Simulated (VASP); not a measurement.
# HC20 in VASP: notebook

Runs on HC20. Level: LDA. Tasks: single point.

All numbers are computed with VASP 6.6.1; they aren't measurements. Logs are shortened: lines on timing, memory, paths and dates and some standing lists are left out, and cuts for length are marked.

## (1) The cell of the first run

The cell holds a slab with vacuum, 42 atoms: a = 7.202 Å, b = 8.468 Å, c = 22.792 Å, α = 90.00°, β = 90.00°, γ = 113.08°.

## (2) Single point, LDA

File INCAR:

```
PREC = Accurate ; ENCUT = 520
EDIFF = 1E-6 ; ISMEAR = 0
SIGMA = 0.05 ; LREAL = Auto
LASPH = T ; NELM = 60
ALGO = Fast ; ISIF = 2
LWAVE = F ; LCHARG = T
LDIPOL = T ; IDIPOL = 3
DIPOL = 0.5 0.5 0.294 ; LELF = T
LVHAR = T ; LVACPOTAV = T
NBANDS = 108
```

File KPOINTS:

```
Automatic mesh
0
Gamma
  4 4 1
```

File POSCAR:

```
HC20
1.0
    7.2015518731      0.0000000000      0.0000000000
   -3.3194130427      7.7907812636      0.0000000000
    0.0000000000      0.0000000000     22.7916832250
C H
40 2
Direct
    0.2501129010      0.1667043003      0.1755026147
    0.2501129010      0.6667043003      0.1755026147
    0.7501129009      0.1667043003      0.1755026147
    0.7501129009      0.6667043003      0.1755026147
    0.2498870990      0.3332956997      0.1755026147
    0.2498870990      0.8332956997      0.1755026147
    0.7498870990      0.3332956997      0.1755026147
    0.7498870990      0.8332956997      0.1755026147
    0.2501129010      0.4167043003      0.2291325538
    0.2501129010      0.9167043003      0.2291325538
    0.7501129009      0.4167043003      0.2291325538
    0.7501129009      0.9167043003      0.2291325538
    0.2498870990      0.0832956997      0.2291325538
    0.2498870991      0.5832956997      0.2291325538
    0.7498870990      0.0832956997      0.2291325538
    0.7498870990      0.5832956997      0.2291325538
    0.2500458055      0.1676520614      0.2827258575
    0.2500458055      0.6676520614      0.2827258575
    0.7500458055      0.1676520614      0.2827258575
    0.7500458055      0.6676520614      0.2827258575
    0.2499541945      0.3323479386      0.2827258575
    0.2499541945      0.8323479386      0.2827258575
    0.7499541945      0.3323479386      0.2827258575
    0.7499541945      0.8323479386      0.2827258575
    0.2500622594      0.4183368654      0.3365410697
    0.2500622594      0.9183368654      0.3365410697
    0.7500622594      0.4183368654      0.3365410697
    0.7500622594      0.9183368654      0.3365410697
    0.2499377406      0.0816631346      0.3365410697
    0.2499377406      0.5816631346      0.3365410697
    0.7499377406      0.0816631346      0.3365410697
    0.7499377406      0.5816631346      0.3365410697
    0.2501903787      0.1771682769      0.3857408485
    0.2501903787      0.6771682769      0.3857408485
    0.7501903787      0.1771682769      0.3857408485
    0.7501903787      0.6771682769      0.3857408485
    0.2498096213      0.3228317231      0.3857408485
    0.2498096213      0.8228317231      0.3857408485
    0.7498096213      0.3228317231      0.3857408485
    0.7498096213      0.8228317231      0.3857408485
    0.9998096213      0.2685715476      0.5436932017
    0.9998096213      0.3770918985      0.5436932017
```

Potentials or basis: VASP PAW LDA potentials, release 64 (C, H).

Launch:

```console
$ cat potpaw_LDA.64/C/POTCAR potpaw_LDA.64/H/POTCAR > POTCAR
$ mpirun -np 1 vasp_std > vasp.out
```

OUTCAR:

```text
PREC = Accurate
   ENCUT = 520
   EDIFF = 1E-6
   ISMEAR = 0
   LREAL = Auto
   LASPH = T
   NELM = 60
   ISIF = 2

 ion  position               nearest neighbor table
   1  0.250  0.167  0.176-   5 1.41  13 1.41
   2  0.250  0.667  0.176-   6 1.41  14 1.41
   3  0.750  0.167  0.176-   7 1.41  15 1.41
   4  0.750  0.667  0.176-   8 1.41  16 1.41
   5  0.250  0.333  0.176-   1 1.41   9 1.41
   6  0.250  0.833  0.176-   2 1.41  10 1.41
   7  0.750  0.333  0.176-   3 1.41  11 1.41
   8  0.750  0.833  0.176-   4 1.41  12 1.41
   9  0.250  0.417  0.229-  14 1.41   5 1.41  21 1.41
  10  0.250  0.917  0.229-  13 1.41   6 1.41  22 1.41
  11  0.750  0.417  0.229-  16 1.41   7 1.41  23 1.41
  12  0.750  0.917  0.229-  15 1.41   8 1.41  24 1.41
  13  0.250  0.083  0.229-  10 1.41   1 1.41  17 1.41
  14  0.250  0.583  0.229-   9 1.41   2 1.41  18 1.41
[... 16 lines left out ...]
  31  0.750  0.082  0.337-  35 1.38  28 1.38  19 1.43
  32  0.750  0.582  0.337-  36 1.38  27 1.38  20 1.43
  33  0.250  0.177  0.386-  37 1.23  29 1.38
  34  0.250  0.677  0.386-  38 1.23  30 1.38
  35  0.750  0.177  0.386-  39 1.23  31 1.38
  36  0.750  0.677  0.386-  40 1.23  32 1.38
  37  0.250  0.323  0.386-  33 1.23  25 1.38
  38  0.250  0.823  0.386-  34 1.23  26 1.38
  39  0.750  0.323  0.386-  35 1.23  27 1.38
  40  0.750  0.823  0.386-  36 1.23  28 1.38
  41  1.000  0.269  0.544-
  42  1.000  0.377  0.544-

  LATTYP: Found a simple monoclinic cell.
 ALAT       =     7.2015518731
 B/A-ratio  =     3.1648294182
 C/A-ratio  =     1.1759212235
 COS(beta)  =    -0.3919737412

  Lattice vectors:

 A1 = (   7.2015518731,   0.0000000000,   0.0000000000)
 A2 = (   0.0000000000,   0.0000000000, -22.7916832250)
 A3 = (  -3.3194130427,   7.7907812636,   0.0000000000)

Analysis of symmetry for initial positions (statically):
=====================================================================
 Subroutine PRICEL returns:
 Original cell was already a primitive cell.

 Routine SETGRP: Setting up the symmetry group for a
 simple monoclinic supercell.

 Subroutine GETGRP returns: Found  1 space group operations
 (whereof  1 operations were pure point group operations)
 out of a pool of  4 trial point group operations.

The static configuration has the point symmetry C_1 .

Analysis of symmetry for dynamics (positions and initial velocities):
=====================================================================
 Subroutine PRICEL returns:
 Original cell was already a primitive cell.

 Routine SETGRP: Setting up the symmetry group for a
 simple monoclinic supercell.

 Subroutine GETGRP returns: Found  1 space group operations
 (whereof  1 operations were pure point group operations)
 out of a pool of  4 trial point group operations.

The dynamic configuration has the point symmetry C_1 .

 Subroutine INISYM returns: Found  1 space group operations
 (whereof  1 operations are pure point group operations),
 and found     1 'primitive' translations

----------------------------------------------------------------------------------------

                                     Primitive cell

  volume of cell :    1278.7437

  direct lattice vectors                    reciprocal lattice vectors
     7.201551873  0.000000000  0.000000000     0.138858960  0.059163545  0.000000000
    -3.319413043  7.790781264  0.000000000     0.000000000  0.128356832  0.000000000
     0.000000000  0.000000000 22.791683225     0.000000000  0.000000000  0.043875654

  length of vectors
     7.201551873  8.468457690 22.791683225     0.150937523  0.128356832  0.043875654

  position of ions in fractional coordinates (direct lattice)
     0.250112901  0.166704300  0.175502615
     0.250112901  0.666704300  0.175502615
     0.750112901  0.166704300  0.175502615
     0.750112901  0.666704300  0.175502615
     0.249887099  0.333295700  0.175502615
     0.249887099  0.833295700  0.175502615
[... 34 lines left out ...]
     0.999809621  0.268571548  0.543693202
     0.999809621  0.377091898  0.543693202

  ion indices of the primitive-cell ions
   primitive index   ion index
                 1           1
                 2           2
                 3           3
                 4           4
                 5           5
                 6           6
[... 34 lines left out ...]
                41          41
                42          42

----------------------------------------------------------------------------------------

 KPOINTS: Automatic mesh

Automatic generation of k-mesh.
 Grid dimensions read from file:
 generate k-points for:    4    4    1

 Generating k-lattice:

  Cartesian coordinates                     Fractional coordinates (reciprocal lattice)
     0.034714740  0.014790886  0.000000000     0.250000000  0.000000000  0.000000000
     0.000000000  0.032089208  0.000000000     0.000000000  0.250000000  0.000000000
     0.000000000  0.000000000  0.043875654     0.000000000  0.000000000  1.000000000

  Length of vectors
     0.037734381  0.032089208  0.043875654

  Shift w.r.t. Gamma in fractional coordinates (k-lattice)
     0.000000000  0.000000000  0.000000000

 Subroutine IBZKPT returns following result:
 ===========================================

 Found     10 irreducible k-points:

 Following reciprocal coordinates:
            Coordinates               Weight
  0.000000  0.000000  0.000000      1.000000
  0.250000  0.000000  0.000000      2.000000
  0.500000  0.000000  0.000000      1.000000
  0.000000  0.250000  0.000000      2.000000
  0.250000  0.250000  0.000000      2.000000
  0.500000  0.250000  0.000000      2.000000
 -0.250000  0.250000  0.000000      2.000000
  0.000000  0.500000  0.000000      1.000000
  0.250000  0.500000  0.000000      2.000000
  0.500000  0.500000  0.000000      1.000000
   k-points           NKPTS =     10   k-points in BZ     NKDIM =     10   number of bands    NBANDS=    108
   number of dos      NEDOS =    301   number of ions     NIONS =     42
   total plane-waves  NPLWV = 622080
   dimension x,y,z NGX =    54 NGY =   64 NGZ =  180
   dimension x,y,z NGXF=   108 NGYF=  128 NGZF=  360
   ions per type =              40   2
   NGX,Y,Z   is equivalent  to a cutoff of  12.47, 12.56, 13.13 a.u.
   NGXF,Y,Z  is equivalent  to a cutoff of  24.93, 25.13, 26.26 a.u.
 SYSTEM =  unknown system
   PREC   = accura    normal or accurate (medium, high low for compatibility)
   ISTART =      0    job   : 0-new  1-cont  2-samecut
   ICHARG =      2    charge: 1-file 2-atom 10-const
   ISPIN  =      1    spin polarized calculation?
   LNONCOLLINEAR =      F non collinear calculations
   LSORBIT =      F    spin-orbit coupling
   LASPH  =      T    aspherical Exc in radial PAW
   ENCUT  =  520.0 eV  38.22 Ry    6.18 a.u.  13.39 15.75 42.38*2*pi/ulx,y,z
   NELM   =     60;   NELMIN=  2; NELMDL= -5     # of ELM steps
   EDIFF  = 0.1E-05   stopping-criterion for ELM
   LREAL  =      T    real-space projection
   EDIFFG = 0.1E-04   stopping-criterion for IOM
   NSW    =      0    number of steps for IOM
   IBRION =     -1    ionic relax: 0-MD 1-quasi-New 2-CG
   NFREE  =      0    steps in history (QN), initial steepest desc. (CG)
   ISIF   =      2    stress and relaxation
   ISYM   =      2    0-nonsym 1-usesym 2-fastsym
   POTIM  = 0.5000    time-step for ionic-motion
   TEBEG  =    0.0;   TEEND  =   0.0 temperature during run
   PSTRESS=    0.0 pullay stress
   NELECT =     162.0000    total number of electrons
   NUPDOWN=      -1.0000    fix difference up-down
   EMIN   =  10.00;   EMAX   =-10.00  energy-range for DOS
   EFERMI =   0.00;   METHOD = LEGACY
   ISMEAR =     0;   SIGMA  =   0.05  broadening in eV -4-tet -1-fermi 0-gaus
   EFERMI_NEDOS =   21; number of points for ismear=-14 and -15
   IALGO  =     68    algorithm
   IMIX   =      4    mixing-type and parameters
     AMIX     =   0.40;   BMIX     =  1.00
     AMIX_MAG =   1.60;   BMIX_MAG =  1.00
  volume/ion in A,a.u.               =      30.45       205.46
  Fermi-wavevector in a.u.,A,eV,Ry     =   0.822215  1.553761  9.198046  0.676037
  Thomas-Fermi vector in A             =   1.933511
   LORBIT       =      0    0 simple, 1 ext, 2 COOP (PROOUT), +10 PAW based schemes
   GGA     = CA    functional components
   LHFCALC =     F    Hartree Fock is set to
   AEXX    =    0.0000 exact exchange contribution
   IVDW    =     0    specifies the selected vdW correction
   LEPSILON=     F    determine dielectric tensor
   LRPA    =     F    only Hartree local field effects (RPA)
 non-spin polarized calculation
 RMM-DIIS sequential band-by-band and
 Gauss-broadening in eV      SIGMA  =   0.05
  energy-cutoff  :      520.00
  volume of cell :     1278.74
 maximum number of plane-waves:     34461
 NGX is ok and might be reduce to    54
   NGX = 27   NGY = 31   NGZ = 85

 dipolmoment           0.000000      0.000000      0.196343 electrons x Angstroem

 number of electron     162.0000011 magnetization

 dipolmoment           0.000000      0.000000     -0.277010 electrons x Angstroem

 Free energy of the ion-electron system (eV)
  ---------------------------------------------------
  ext. energy  EPLUGINS =         0.00000000
  ---------------------------------------------------
  free energy    TOTEN  =      -369.37511355 eV

  energy without entropy =     -369.35751238  energy(sigma->0) =     -369.36631296

 E-fermi :  -3.3641     XC(G=0):  -3.9019

 val. band max:       -3.3947461467   @ k =   0.2500   0.0000   0.0000
 cond. band min:      -3.3557373017   @ k =   0.5000   0.2500   0.0000
 fundamental gap:      0.0390088450
 Fermi energy:        -3.3640852692

 k-point     1 :       0.0000    0.0000    0.0000
  band No.  band energies     occupation
      1     -22.1233      2.00000
      2     -21.7949      2.00000
      3     -20.7330      2.00000
      4     -20.5868      2.00000
      5     -20.4582      2.00000
      6     -20.3074      2.00000
[... 85 lines left out ...]
     92      -1.2273      0.00000
     93      -1.0553      0.00000

 k-point     2 :       0.2500    0.0000    0.0000
  band No.  band energies     occupation
      1     -22.0781      2.00000
      2     -21.8460      2.00000
      3     -20.7360      2.00000
      4     -20.6345      2.00000
      5     -20.4097      2.00000
      6     -20.3009      2.00000
[... 853 lines left out ...]
     92      -0.4463      0.00000
     93      -0.4461      0.00000
 [bands above 93 left out]

------------------------ aborting loop because EDIFF is reached ----------------------------------------

  FORCE on cell =-STRESS in cart. coord.  units (eV):
  Direction    XX          YY          ZZ          XY          YZ          ZX
  --------------------------------------------------------------------------------------
  -------------------------------------------------------------------------------------
  Total       -1.8694521     -7.6619956     -9.1896981      2.4278811      0.0029520      0.0058631
  in kB       -2.3422940     -9.5999501    -11.5140556      3.0419670      0.0036987      0.0073460
  external PRESSURE =      -7.8187666 kB  Pullay stress =       0.0000000 kB

 VOLUME and BASIS-vectors are now :
 -----------------------------------------------------------------------------
  energy-cutoff  :      520.00
  volume of cell :     1278.74
      direct lattice vectors                 reciprocal lattice vectors
     7.201551873  0.000000000  0.000000000     0.138858960  0.059163545  0.000000000
    -3.319413043  7.790781264  0.000000000     0.000000000  0.128356832  0.000000000
     0.000000000  0.000000000 22.791683225     0.000000000  0.000000000  0.043875654

 POSITION                                       TOTAL-FORCE (eV/Angst)
 -----------------------------------------------------------------------------------
      1.24784      1.29876      4.00000        -2.683920      6.312768      1.103397
     -0.41187      5.19415      4.00000        -2.684127      6.311891      1.103512
      4.84862      1.29876      4.00000        -2.684153      6.312894      1.103332
      3.18891      5.19415      4.00000        -2.684063      6.312018      1.103629
      0.69323      2.59663      4.00000         2.683871     -6.312710      1.103393
     -0.96648      6.49202      4.00000         2.684123     -6.311940      1.103498
[... 34 lines left out ...]
      6.30868      2.09238     12.39168        -1.231117      2.895115     -0.015070
      5.94846      2.93784     12.39168         1.232666     -2.893988     -0.012065
 -----------------------------------------------------------------------------------
    total drift:                                0.000109     -0.000215     -0.043337

  FREE ENERGIE OF THE ION-ELECTRON SYSTEM (eV)
  ---------------------------------------------------
  free  energy   TOTEN  =      -369.3751135452 eV

  energy  without entropy=     -369.3575123760  energy(sigma->0) =     -369.36631296

 vacuum level on the upper side and lower side of the slab         2.414         3.308
```

It took 56 min on 1 thread of Oxide Virtual Turin-like, shared host; peak memory 1.3 GiB.

Results:

```
Free energy            : -369.3751 eV
Largest force          : 6.948 eV/Å
Band gap on the k mesh : zero (filled and empty bands touch)
```

Forces in eV/Å, atoms in the order of the input:
```
C   -2.684  6.313  1.103
C   -2.684  6.312  1.104
C   -2.684  6.313  1.103
C   -2.684  6.312  1.104
C    2.684 -6.313  1.103
C    2.684 -6.312  1.103
C    2.684 -6.313  1.103
C    2.684 -6.312  1.104
C   -0.174  0.415 -1.182
C   -0.174  0.415 -1.182
C   -0.174  0.414 -1.182
C   -0.174  0.414 -1.183
C    0.174 -0.414 -1.182
C    0.174 -0.415 -1.182
C    0.174 -0.414 -1.182
C    0.174 -0.415 -1.183
C    0.001 -0.012  0.010
C    0.001 -0.010  0.011
C    0.001 -0.011  0.009
C    0.001 -0.010  0.011
C   -0.001  0.010  0.010
C   -0.001  0.011  0.011
C   -0.001  0.011  0.009
C   -0.001  0.010  0.011
C   -0.011  0.049  0.014
C   -0.010  0.049  0.009
C   -0.009  0.046  0.012
C   -0.010  0.049  0.008
C    0.009 -0.045  0.009
C    0.010 -0.050  0.010
C    0.009 -0.046  0.012
C    0.010 -0.050  0.009
C    0.031 -0.055  0.066
C    0.032 -0.054  0.061
C    0.035 -0.053  0.064
C    0.033 -0.053  0.059
C   -0.034  0.051  0.061
C   -0.033  0.052  0.061
C   -0.031  0.055  0.064
C   -0.032  0.053  0.060
H   -1.231  2.895 -0.015
H    1.233 -2.894 -0.012
```

(Part 1 of 3 ends here.)

The gap in the log of VASP goes by the Fermi energy; the results here count the filled bands.